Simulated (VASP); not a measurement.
CsPbCl3, 5 atoms in the cell. The structure is cubic, space group Pm-3m (No. 221). Conventional cell: a = 5.596 Å, b = 5.596 Å, c = 5.596 Å, α = 90.00°, β = 90.00°, γ = 90.00°. Cs (site symmetry m-3m) has 12 Cl at 3.96 Å and 8 Pb at 4.85 Å within 5.2 Å. Within 3.7 Å of Pb (site symmetry m-3m) lie 6 Cl at 2.80 Å. Cl (site symmetry 4/mmm) has 2 Pb at 2.80 Å within 3.7 Å. 

| Quantity | Value |
| --- | --- |
| Program | VASP 6.6.1 |
| Task | single point |
| Functional | PBEsol |
| Potentials or basis | VASP PAW PBE potentials, release 64 (Cs_sv, Pb_d, Cl) |
| Cutoff | 520 eV |
| k mesh | 3 × 3 × 3 |
| Occupations | fermi-dirac, width 0.1 eV |
| Spin | no spin polarisation |
| Dipole correction | no |
| Further INCAR settings | ALGO = Normal; EDIFF = 1e-07; NBANDS = 30 |

Potentials or basis: VASP PAW PBE potentials, release 64 (Cs_sv, Pb_d, Cl).

Command:

```sh
$ cat potpaw_PBE.64/Cs_sv/POTCAR potpaw_PBE.64/Pb_d/POTCAR potpaw_PBE.64/Cl/POTCAR > POTCAR
$ mpirun -np 1 vasp_std > vasp.out
```

Hardware: 1 thread of Intel(R) Xeon(R) Platinum 8259CL CPU @ 2.50GHz (Skylake/Cascade Lake), with other jobs on the host.

Task: How long does it take, and how much memory?

Result: It took 24 s on 1 thread of Intel(R) Xeon(R) Platinum 8259CL CPU @ 2.50GHz (Skylake/Cascade Lake), with other jobs on the host, peak memory 0.25 GiB. Counts: scf iterations 15, k points 4.
